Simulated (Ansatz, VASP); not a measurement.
**Cu: VASP beside Ansatz**

The input INCAR:

```
ALGO = Normal ; EDIFF = 1E-6
EDIFFG = -0.01 ; ENCUT = 600
GGA = RE ; IBRION = 2
ISIF = 3 ; ISMEAR = -1
LASPH = True ; LCHARG = False
LREAL = False ; LWAVE = False
NELM = 100 ; NSW = 80
PREC = Accurate ; SIGMA = 0.1
```

Contents of KPOINTS:

```
k-points
0
Gamma
  15 15 15
```

POSCAR

```
Cu
1.0
    0.0000000000      1.8074800000      1.8074800000
    1.8074800000      0.0000000000      1.8074800000
    1.8074800000      1.8074800000      0.0000000000
Cu
1
Direct
    0.0000000000      0.0000000000      0.0000000000
```

Input for Ansatz:

```yaml
crystal:
  lattice:
    - [0.0, 1.80748, 1.80748]
    - [1.80748, 0.0, 1.80748]
    - [1.80748, 1.80748, 0.0]
  atoms:
    - { symbol: Cu, position: [0.0, 0.0, 0.0] }
hamiltonian:
  xc: revpbe
  pseudopotentials:
    kind: paw
    azcp:
      Cu: "pseudopotentials/Cu.paw.azcp"
basis:
  ecutwfc: 420
  fft_grid_basis: typed
kpoints:
  mp_grid: { grid: [15, 15, 15], shift: [0, 0, 0] }
magnetization:
  spin_polarized: false
scf:
  occupations: { method: fermi_dirac, width: 0.1 }
relax:
  max_steps: 60
  f_tol: 0.01
  cell: {}
```

Alike in both runs: task relaxation of cell and atoms; functional revPBE; k mesh 15 × 15 × 15; occupations fermi-dirac, width 0.1 eV; no spin polarisation.

|  | VASP | Ansatz |
| --- | --- | --- |
| version | VASP 6.6.1 | Ansatz 0.2.0 |
| potentials or method | VASP PAW PBE potentials, release 64 (Cu), cutoff 600 eV | plane waves (420 eV) with PAW, scalar-relativistic |
| valence electrons in the cell | 11 | 19 |

VASP gave:

| Quantity | Value |
| --- | --- |
| relaxed volume (Å³/atom) | 12.32 |
| relaxed cell length with the largest relative difference (Å) | 2.592 |

**Question.** Estimate Ansatz's values.

**Answer.** Relaxed volume (Å³/atom): 12.26; relaxed cell length with the largest relative difference (Å): 2.588.

VASP's potentials were made for PBE, not for revPBE. VASP's potentials hold 11 valence electrons a cell and Ansatz's 19, so a difference there can come from the potentials and not from the codes.
